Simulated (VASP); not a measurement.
BiC: relaxation of cell and atoms with PBE

Crystal: BiC.

```
Bi C
1.0
     3.24565    0.00000    0.00000
     0.00000    3.24565    0.00000
     0.00000    0.00000    3.24565
Bi C
1 1
Direct
  0.00000 0.00000 0.00000
  0.50000 0.50000 0.50000
```

```
Program                : VASP 6.6.1
Task                   : relaxation of cell and atoms
Functional             : PBE
Potentials or basis    : VASP PAW PBE potentials, release 64 (Bi_d, C)
Cutoff                 : 600 eV
k mesh                 : 18 × 18 × 18
Occupations            : gaussian, width 0.1 eV
Spin                   : no spin polarisation
Dipole correction      : no
Further INCAR settings : ALGO = Normal; EDIFF = 1e-06; IBRION = 2; EDIFFG = -0.01; NSW = 100; ISIF = 3
```

```
Relaxed volume                         : 17.34 Å³/atom
Relaxed cell                           : a = 3.261 Å, b = 3.261 Å, c = 3.261 Å, α = 90.00°, β = 90.00°, γ = 90.00°
Space group after relaxing (to 0.05 Å) : Pm-3m (No. 221)
Energy gained by relaxing              : 1.0 meV/atom
Ionic steps                            : 3
Pressure after relaxing                : 0.0 GPa
```

The path:
```csv
step,energy change (eV),largest force (eV/Å),pressure (GPa),volume (Å³)
1,0.0000,0.0000,1.30,34.19
2,-0.0016,0.0000,-0.53,34.88
3,-0.0019,0.0000,0.01,34.68
```

Final structure:
```
CELL_PARAMETERS angstrom
3.26092 0.00000 0.00000
0.00000 3.26092 0.00000
0.00000 0.00000 3.26092
ATOMIC_POSITIONS crystal
Bi 0.00000 0.00000 0.00000
C 0.50000 0.50000 0.50000
```

Levels at points of the mesh, in eV from the Fermi level:
```csv
k point,band 7,band 8,band 9,band 10,band 11,band 12
"(0.00, 0.00, 0.00)",-5.62,-1.32,-1.32,-1.32,6.54,6.54
"(0.50, 0.00, 0.00)",-10.69,0.20,0.58,0.58,1.01,4.20
"(0.50, 0.50, 0.00)",-8.71,-5.63,-5.63,0.80,4.39,4.39
"(0.50, 0.50, 0.50)",-7.84,-1.98,-1.98,-1.98,-1.93,-1.93
```

Wall time 3.1 min on 1 thread of Intel(R) Xeon(R) Platinum 8259CL CPU @ 2.50GHz (Skylake/Cascade Lake), with other jobs on the host, peak memory 0.26 GiB.

Caveat: the bands computed are all filled at some k points, so no gap is given; spin-orbit coupling is left out, which moves the levels of the heavy elements.
